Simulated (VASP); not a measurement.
# Ag4CO in VASP: single point with PBEsol

Aim: the single point of Ag4CO with PBEsol.

All numbers are computed with VASP 6.6.1; they aren't measurements. Logs are shortened: lines on timing, memory, paths and dates and some standing lists are left out, and cuts for length are marked.

## Step 1: The cell of the first run

The cell holds a slab with vacuum, 6 atoms: a = 2.867 Å, b = 2.867 Å, c = 27.172 Å, α = 90.00°, β = 90.00°, γ = 120.00°.

## Step 2: Single point, PBEsol

Input file INCAR:

```
PREC = Accurate ; ENCUT = 520
EDIFF = 1E-6 ; ISMEAR = 0
SIGMA = 0.1 ; LREAL = False
LASPH = True ; NELM = 60
ALGO = Normal ; ISIF = 2
LWAVE = False ; LCHARG = False
LDIPOL = True ; IDIPOL = 3
DIPOL = 0.5 0.5 0.513 ; GGA = PS
NBANDS = 36
```

Input file KPOINTS:

```
Automatic mesh
0
Gamma
  12 12 1
```

Input file POSCAR:

```
Ag4CO
1.0
    2.8669036820      0.0000000000      0.0000000000
   -1.4334518410      2.4828114189      0.0000000000
    0.0000000000      0.0000000000     27.1724511627
Ag C O
4 1 1
Direct
    0.6666666667      0.3333333333      0.3128168286
    0.3333333333      0.6666666667      0.3989635307
   -0.0020852698      0.0020852698      0.4847356631
    0.6472438377      0.3527561623      0.5710447284
    0.1504486889     -0.1504486889      0.6339987496
    0.1511394492     -0.1511394492      0.6764979257
```

Potentials or basis: VASP PAW PBE potentials, release 64 (Ag, C, O).

Started as:

```console
cat potpaw_PBE.64/Ag/POTCAR potpaw_PBE.64/C/POTCAR potpaw_PBE.64/O/POTCAR > POTCAR
mpirun -np 1 vasp_std > vasp.out
```

OUTCAR:

```text
PREC = Accurate
   ENCUT = 520
   EDIFF = 1E-6
   ISMEAR = 0
   LREAL = False
   LASPH = True
   NELM = 60
   ISIF = 2
   GGA = PS

 ion  position               nearest neighbor table
   1  0.667  0.333  0.313-   2 2.87   2 2.87   2 2.87
   2  0.333  0.667  0.399-   3 2.86   3 2.86   3 2.86   1 2.87   1 2.87   1 2.87
   3  0.998  0.002  0.485-   4 2.85   4 2.85   2 2.86   2 2.86   2 2.86   4 2.92
   4  0.647  0.353  0.571-   5 2.23   5 2.23   3 2.85   3 2.85   3 2.92
   5  0.150  0.850  0.634-   6 1.15   4 2.23   4 2.23
   6  0.151  0.849  0.676-   5 1.15

  LATTYP: Found a hexagonal cell.
 ALAT       =     2.8669036820
 C/A-ratio  =     9.4779783965

  Lattice vectors:

 A1 = (   2.8669036820,   0.0000000000,   0.0000000000)
 A2 = (  -1.4334518410,   2.4828114189,   0.0000000000)
 A3 = (   0.0000000000,   0.0000000000,  27.1724511627)

Analysis of symmetry for initial positions (statically):
=====================================================================
 Subroutine PRICEL returns:
 Original cell was already a primitive cell.

 Routine SETGRP: Setting up the symmetry group for a
 hexagonal supercell.

 Subroutine GETGRP returns: Found  2 space group operations
 (whereof  2 operations were pure point group operations)
 out of a pool of 24 trial point group operations.

The static configuration has the point symmetry C_1h.

Analysis of symmetry for dynamics (positions and initial velocities):
=====================================================================
 Subroutine PRICEL returns:
 Original cell was already a primitive cell.

 Routine SETGRP: Setting up the symmetry group for a
 hexagonal supercell.

 Subroutine GETGRP returns: Found  2 space group operations
 (whereof  2 operations were pure point group operations)
 out of a pool of 24 trial point group operations.

The dynamic configuration has the point symmetry C_1h.

 Subroutine INISYM returns: Found  2 space group operations
 (whereof  2 operations are pure point group operations),
 and found     1 'primitive' translations

----------------------------------------------------------------------------------------

                                     Primitive cell

  volume of cell :     193.4130

  direct lattice vectors                    reciprocal lattice vectors
     2.866903682  0.000000000  0.000000000     0.348808370  0.201384606  0.000000000
    -1.433451841  2.482811419  0.000000000     0.000000000  0.402769213  0.000000000
     0.000000000  0.000000000 27.172451163     0.000000000  0.000000000  0.036801980

  length of vectors
     2.866903682  2.866903682 27.172451163     0.402769213  0.402769213  0.036801980

  position of ions in fractional coordinates (direct lattice)
     0.666666667  0.333333333  0.312816829
     0.333333333  0.666666667  0.398963531
     0.997914730  0.002085270  0.484735663
     0.647243838  0.352756162  0.571044728
     0.150448689  0.849551311  0.633998750
     0.151139449  0.848860551  0.676497926

  ion indices of the primitive-cell ions
   primitive index   ion index
                 1           1
                 2           2
                 3           3
                 4           4
                 5           5
                 6           6

----------------------------------------------------------------------------------------

 KPOINTS: Automatic mesh

Automatic generation of k-mesh.
 Grid dimensions read from file:
 generate k-points for:   12   12    1

 Generating k-lattice:

  Cartesian coordinates                     Fractional coordinates (reciprocal lattice)
     0.029067364  0.016782051  0.000000000     0.083333333 -0.000000000  0.000000000
     0.000000000  0.033564101  0.000000000     0.000000000  0.083333333  0.000000000
     0.000000000  0.000000000  0.036801980     0.000000000  0.000000000  1.000000000

  Length of vectors
     0.033564101  0.033564101  0.036801980

  Shift w.r.t. Gamma in fractional coordinates (k-lattice)
     0.000000000  0.000000000  0.000000000

 Subroutine IBZKPT returns following result:
 ===========================================

 Found     43 irreducible k-points:

 Following reciprocal coordinates:
            Coordinates               Weight
  0.000000  0.000000  0.000000      1.000000
  0.083333  0.000000  0.000000      4.000000
 -0.083333  0.083333  0.000000      2.000000
  0.166667  0.000000  0.000000      4.000000
 -0.166667  0.166667  0.000000      2.000000
  0.250000  0.000000  0.000000      4.000000
[... 16 lines left out ...]
 -0.083333  0.416667  0.000000      4.000000
 -0.416667  0.333333  0.000000      4.000000
 [... further k-points ...]
   k-points           NKPTS =     43   k-points in BZ     NKDIM =     43   number of bands    NBANDS=     36
   number of dos      NEDOS =    301   number of ions     NIONS =      6
   total plane-waves  NPLWV = 120960
   dimension x,y,z NGX =    24 NGY =   24 NGZ =  210
   dimension x,y,z NGXF=    48 NGYF=   48 NGZF=  420
   ions per type =               4   1   1
   NGX,Y,Z   is equivalent  to a cutoff of  13.92, 13.92, 12.85 a.u.
   NGXF,Y,Z  is equivalent  to a cutoff of  27.83, 27.83, 25.70 a.u.
 SYSTEM =  unknown system
   PREC   = accura    normal or accurate (medium, high low for compatibility)
   ISTART =      0    job   : 0-new  1-cont  2-samecut
   ICHARG =      2    charge: 1-file 2-atom 10-const
   ISPIN  =      1    spin polarized calculation?
   LNONCOLLINEAR =      F non collinear calculations
   LSORBIT =      F    spin-orbit coupling
   LASPH  =      T    aspherical Exc in radial PAW
   ENCUT  =  520.0 eV  38.22 Ry    6.18 a.u.   5.33  5.33 50.52*2*pi/ulx,y,z
   NELM   =     60;   NELMIN=  2; NELMDL= -5     # of ELM steps
   EDIFF  = 0.1E-05   stopping-criterion for ELM
   LREAL  =      F    real-space projection
   EDIFFG = 0.1E-04   stopping-criterion for IOM
   NSW    =      0    number of steps for IOM
   IBRION =     -1    ionic relax: 0-MD 1-quasi-New 2-CG
   NFREE  =      0    steps in history (QN), initial steepest desc. (CG)
   ISIF   =      2    stress and relaxation
   ISYM   =      2    0-nonsym 1-usesym 2-fastsym
   POTIM  = 0.5000    time-step for ionic-motion
   TEBEG  =    0.0;   TEEND  =   0.0 temperature during run
   PSTRESS=    0.0 pullay stress
   NELECT =      54.0000    total number of electrons
   NUPDOWN=      -1.0000    fix difference up-down
   EMIN   =  10.00;   EMAX   =-10.00  energy-range for DOS
   EFERMI =   0.00;   METHOD = LEGACY
   ISMEAR =     0;   SIGMA  =   0.10  broadening in eV -4-tet -1-fermi 0-gaus
   EFERMI_NEDOS =   21; number of points for ismear=-14 and -15
   IALGO  =     38    algorithm
   IMIX   =      4    mixing-type and parameters
     AMIX     =   0.40;   BMIX     =  1.00
     AMIX_MAG =   1.60;   BMIX_MAG =  1.00
  volume/ion in A,a.u.               =      32.24       217.54
  Fermi-wavevector in a.u.,A,eV,Ry     =   1.069985  2.021978 15.576862  1.144867
  Thomas-Fermi vector in A             =   2.205681
   LORBIT       =      0    0 simple, 1 ext, 2 COOP (PROOUT), +10 PAW based schemes
   GGA     = PS    functional components
   LHFCALC =     F    Hartree Fock is set to
   AEXX    =    0.0000 exact exchange contribution
   IVDW    =     0    specifies the selected vdW correction
   LEPSILON=     F    determine dielectric tensor
   LRPA    =     F    only Hartree local field effects (RPA)
 non-spin polarized calculation
 Gauss-broadening in eV      SIGMA  =   0.10
  energy-cutoff  :      520.00
  volume of cell :      193.41
 maximum number of plane-waves:      5273
 NGX is ok and might be reduce to    24
   NGX = 11   NGY = 11   NGZ =101

 dipolmoment           0.000000      0.000000     -0.261622 electrons x Angstroem

 number of electron      53.9999994 magnetization

 dipolmoment           0.000000      0.000000      0.049161 electrons x Angstroem

 Free energy of the ion-electron system (eV)
  ---------------------------------------------------
  ext. energy  EPLUGINS =         0.00000000
  ---------------------------------------------------
  free energy    TOTEN  =       -27.49878449 eV

  energy without entropy =      -27.48481778  energy(sigma->0) =      -27.49180114

 E-fermi :   0.4324     XC(G=0):  -5.8483

 val. band max:        0.4310490447   @ k =  -0.0833   0.0833   0.0000
 cond. band min:       0.4365588194   @ k =   0.0833   0.0000   0.0000
 fundamental gap:      0.0055097748
 Fermi energy:         0.4324499656

 k-point     1 :       0.0000    0.0000    0.0000
  band No.  band energies     occupation
      1     -24.0468      2.00000
      2     -10.7238      2.00000
      3      -7.8160      2.00000
      4      -7.0270      2.00000
      5      -6.2559      2.00000
      6      -6.0046      2.00000
[... 28 lines left out ...]
     35       6.0983      0.00000
     36       7.3234      0.00000

 k-point     2 :       0.0833    0.0000    0.0000
  band No.  band energies     occupation
      1     -24.0144      2.00000
      2     -10.6333      2.00000
      3      -7.7381      2.00000
      4      -6.8615      2.00000
      5      -6.1972      2.00000
      6      -5.9326      2.00000
[... 28 lines left out ...]
     35       6.2647      0.00000
     36       7.4787      0.00000

 k-point     3 :      -0.0833    0.0833    0.0000
  band No.  band energies     occupation
      1     -24.0144      2.00000
      2     -10.6324      2.00000
      3      -7.7531      2.00000
      4      -6.8590      2.00000
      5      -6.1527      2.00000
      6      -5.9116      2.00000
[... 28 lines left out ...]
     35       6.2611      0.00000
     36       7.4782      0.00000

 k-point     4 :       0.1667    0.0000    0.0000
  band No.  band energies     occupation
      1     -23.9251      2.00000
      2     -10.3844      2.00000
      3      -7.5821      2.00000
      4      -6.4493      2.00000
      5      -6.2837      2.00000
      6      -5.8697      2.00000
[... 28 lines left out ...]
     35       6.7714      0.00000
     36       7.9396      0.00000

 k-point     5 :      -0.1667    0.1667    0.0000
  band No.  band energies     occupation
      1     -23.9255      2.00000
      2     -10.3780      2.00000
      3      -7.6331      2.00000
      4      -6.4320      2.00000
      5      -6.1188      2.00000
      6      -5.7956      2.00000
[... 655 lines left out ...]
 k-point    22 :       0.3333    0.0833    0.0000
  band No.  band energies     occupation
      1     -23.6042      2.00000
      2      -9.4889      2.00000
      3      -8.0010      2.00000
      4      -7.0063      2.00000
      5      -6.4343      2.00000
      6      -5.7621      2.00000
[... 28 lines left out ...]
     35       8.6007      0.00000
     36       8.9718      0.00000

 k-point    23 :      -0.0833    0.4167    0.0000
  band No.  band energies     occupation
      1     -23.6045      2.00000
      2      -9.4381      2.00000
      3      -7.9853      2.00000
      4      -6.9836      2.00000
      5      -6.4126      2.00000
      6      -5.8119      2.00000
[... 28 lines left out ...]
     35       8.6110      0.00000
     36       8.9637      0.00000

 k-point    24 :      -0.4167    0.3333    0.0000
  band No.  band energies     occupation
      1     -23.6054      2.00000
      2      -9.3833      2.00000
      3      -7.9451      2.00000
      4      -7.0514      2.00000
      5      -6.1764      2.00000
      6      -5.8406      2.00000
[... 28 lines left out ...]
     35       8.6006      0.00000
     36       9.0060      0.00000

 [... further k-points ...]

------------------------ aborting loop because EDIFF is reached ----------------------------------------

 vacuum level on the upper side and lower side of the slab       (xc-potential included)         0.363        -0.875

  FORCE on cell =-STRESS in cart. coord.  units (eV):
  Direction    XX          YY          ZZ          XY          YZ          ZX
  --------------------------------------------------------------------------------------
  -------------------------------------------------------------------------------------
  Total        1.4447887      1.2261116      0.7570990     -0.1893799      0.0055785     -0.0096616
  in kB       11.9682117     10.1567536      6.2715889     -1.5687687      0.0462105     -0.0800343
  external PRESSURE =       9.4655181 kB  Pullay stress =       0.0000000 kB

 VOLUME and BASIS-vectors are now :
 -----------------------------------------------------------------------------
  energy-cutoff  :      520.00
  volume of cell :      193.41
      direct lattice vectors                 reciprocal lattice vectors
     2.866903682  0.000000000  0.000000000     0.348808370  0.201384606  0.000000000
    -1.433451841  2.482811419  0.000000000     0.000000000  0.402769213  0.000000000
     0.000000000  0.000000000 27.172451163     0.000000000  0.000000000  0.036801980

 POSITION                                       TOTAL-FORCE (eV/Angst)
 -----------------------------------------------------------------------------------
      1.43345      0.82760      8.50000         0.001243     -0.000717      0.058211
     -0.00000      1.65521     10.84082         0.000195     -0.000113     -0.050291
      2.85794      0.00518     13.17146        -0.000359      0.000207      0.002201
      1.34993      0.87583     15.51668        -0.000141      0.000081     -0.008329
     -0.78647      2.10928     17.22730        -0.002973      0.001717     -0.886363
     -0.78350      2.10756     18.38211         0.002035     -0.001175      0.884572
 -----------------------------------------------------------------------------------
    total drift:                                0.000197     -0.000113     -0.000673

  FREE ENERGIE OF THE ION-ELECTRON SYSTEM (eV)
  ---------------------------------------------------
  free  energy   TOTEN  =       -27.4987844918 eV

  energy  without entropy=      -27.4848177842  energy(sigma->0) =      -27.49180114

 vacuum level on the upper side and lower side of the slab         6.076         4.825
```

Wall time 6.7 min (1 thread of Intel Xeon Platinum 8559C (Emerald Rapids), shared host); peak memory 0.5 GiB.

Results:

```yaml
Free_energy: -27.4988 eV
Largest_force: 0.886 eV/Å
Band_gap_on_the_k_mesh: zero (band 27 reaches 1.96 eV, above the bottom of band 28 at -2.57 eV)
```

Forces on the atoms (eV/Å):
```
Ag   0.001 -0.001  0.058
Ag   0.000  0.000 -0.050
Ag   0.000  0.000  0.002
Ag   0.000  0.000 -0.008
C   -0.003  0.002 -0.886
O    0.002 -0.001  0.885
```

Caveat: the PAW data sets were made with another functional, which shifts forces and pressure a little.
